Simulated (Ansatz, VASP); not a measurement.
**One calculation of Tl, two programs**

INCAR

```
PREC = Accurate
ENCUT = 520
EDIFF = 1E-7
ISMEAR = -1
SIGMA = 0.1
LREAL = F
LASPH = T
NELM = 100
ALGO = Normal
ISIF = 2
LWAVE = F
LCHARG = T
LELF = T
LVHAR = T
NBANDS = 12
```

The input KPOINTS:

```
regular mesh
0
Gamma
  14 14 14
```

Contents of POSCAR:

```
Tl
1.0
   -1.3970686967      1.3970686967      1.3970686967
    1.3970686967     -1.3970686967      1.3970686967
    1.3970686967      1.3970686967     -1.3970686967
Tl
1
Direct
    0.0000000000      0.0000000000      0.0000000000
```

Input for Ansatz:

```yaml
crystal:
  lattice:
    - [-1.3970686967, 1.3970686967, 1.3970686967]
    - [1.3970686967, -1.3970686967, 1.3970686967]
    - [1.3970686967, 1.3970686967, -1.3970686967]
  atoms:
    - { symbol: Tl, position: [0.0, 0.0, 0.0] }
kpoints:
  mp_grid: { grid: [14, 14, 14] }
  band_path:
    path:
      - [0.0, 0.0, 0.0]
      - [0.5, -0.5, 0.5]
      - [0.0, 0.0, 0.5]
      - [0.0, 0.0, 0.0]
      - [0.25, 0.25, 0.25]
      - [0.5, -0.5, 0.5]
      - [0.25, 0.25, 0.25]
      - [0.0, 0.0, 0.5]
    npoints: 8
scf:
  occupations: { method: fermi_dirac, width: 0.1 }
hamiltonian:
  xc: lda
  pseudopotentials: { kind: all_electron, lapw: { basis_error: 0.001 } }
output:
  forces: true
  stress: true
  eigenvalues: true
  populations: true
  dos: { projected: true, de: 0.2, e_range: [-14, 8] }
```

Change from the starting cell: volume scaled by 0.4, LAPW.

Alike in both runs: task single point; functional LDA; k mesh 14 × 14 × 14; occupations fermi-dirac, width 0.1 eV; no spin polarisation.

|  | VASP | Ansatz |
| --- | --- | --- |
| version | VASP 6.6.1 | Ansatz 0.2.0 |
| potentials or method | VASP PAW LDA potentials, release 64 (Tl_d), cutoff 520 eV | all-electron LAPW, scalar-relativistic |

Ansatz gave:

* pressure (GPa): 471.1

Which values does VASP return?

Pressure (GPa): 478.6.

LDA's correlation is that of Perdew and Zunger in VASP and of Perdew and Wang (1992) in Ansatz. Both programs put the cell under a high pressure, so it lies far from rest at this level. Ansatz ran all-electron here, and VASP with PAW potentials.

Neither program's run includes spin-orbit coupling. Noted on VASP's run: the cell as given lies far from equilibrium.
